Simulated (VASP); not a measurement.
Wanted: the native input for a VASP 6.6.1 run.

```
Task                   : single point
Functional             : PBE
Potentials or basis    : VASP PAW PBE potentials, release 64 (Ta_pv, N)
Cutoff                 : 520 eV
k mesh                 : 18 × 18 × 18
Occupations            : gaussian, width 0.15 eV
Spin                   : no spin polarisation
Dipole correction      : no
Further INCAR settings : ALGO = Normal; EDIFF = 1e-07; NBANDS = 15
```

The structure of TaN lies in POSCAR:

```
TaN
1.0
    0.0000000000      2.2853961859      2.0535443989
    2.2853961859      0.0000000000      2.0535443989
    2.2853961859      2.2853961859      0.0000000000
Ta N
1 1
Direct
    0.5000000000      0.5000000000      0.5000000000
    0.0000000000      0.0000000000      0.0000000000
```

One way to write it, as run:

INCAR

```
SYSTEM = TaN
ALGO = Normal ; EDIFF = 1E-7
ENCUT = 520 ; GGA = PE
ISIF = 2 ; ISMEAR = 0
LASPH = .True. ; LCHARG = .False.
LREAL = .False. ; LWAVE = .False.
NBANDS = 15 ; NELM = 100
PREC = Accurate ; SIGMA = 0.15
```

KPOINTS

```
k-points
0
Gamma
  18 18 18
  0 0 0
```

Potentials or basis: VASP PAW PBE potentials, release 64 (Ta_pv, N).

Run with:

```bash
$ cat potpaw_PBE.64/Ta_pv/POTCAR potpaw_PBE.64/N/POTCAR > POTCAR
$ mpirun -np 1 vasp_std > vasp.out
```

It gave:

```
Pressure               : 12.5 GPa
Band gap on the k mesh : zero (bands 8 and 9 overlap by 3.90 eV)
```

Caveat: the stress differs along the axes, from -11 to 60 GPa; spin-orbit coupling is left out, which moves the levels of the heavy elements.

It took 120 s on 1 thread of Intel Xeon 8259CL, on a shared host, peak memory 0.27 GiB.
